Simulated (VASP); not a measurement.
Here is a VASP 6.6.1 calculation.

INCAR

```
ALGO = Fast
EDIFF = 1E-6
ENCUT = 520
GGA = PE
ISIF = 2
ISMEAR = 0
LASPH = T
LCHARG = F
LREAL = F
LWAVE = F
NBANDS = 30
NELM = 100
PREC = Accurate
SIGMA = 0.1
```

File KPOINTS:

```
k-points
0
Gamma
  4 4 4
```

Contents of POSCAR:

```
SiPdPt3
1.0
    4.5643348600      0.0000000000      0.0000000000
    0.0000000000      4.5643348600      0.0000000000
    0.0000000000      0.0000000000      4.5643348600
Si Pd Pt
1 1 3
Direct
    0.5000000000      0.5000000000      0.5000000000
    0.0000000000      0.0000000000      0.0000000000
    0.0000000000      0.5000000000      0.5000000000
    0.5000000000      0.0000000000      0.5000000000
    0.5000000000      0.5000000000      0.0000000000
```

Potentials or basis: VASP PAW PBE potentials, release 64 (Si, Pd, Pt).

Run with:

```console
$ cat potpaw_PBE.64/Si/POTCAR potpaw_PBE.64/Pd/POTCAR potpaw_PBE.64/Pt/POTCAR > POTCAR
$ mpirun -np 1 vasp_std > vasp.out
```

What does it give for the band gap on the k mesh?

Zero (band 22 reaches 7.14 eV, above the bottom of band 23 at 6.61 eV).

What does it give for the pressure?

-5.6 GPa.

Caveat: spin-orbit coupling is left out, which moves the levels of the heavy elements.
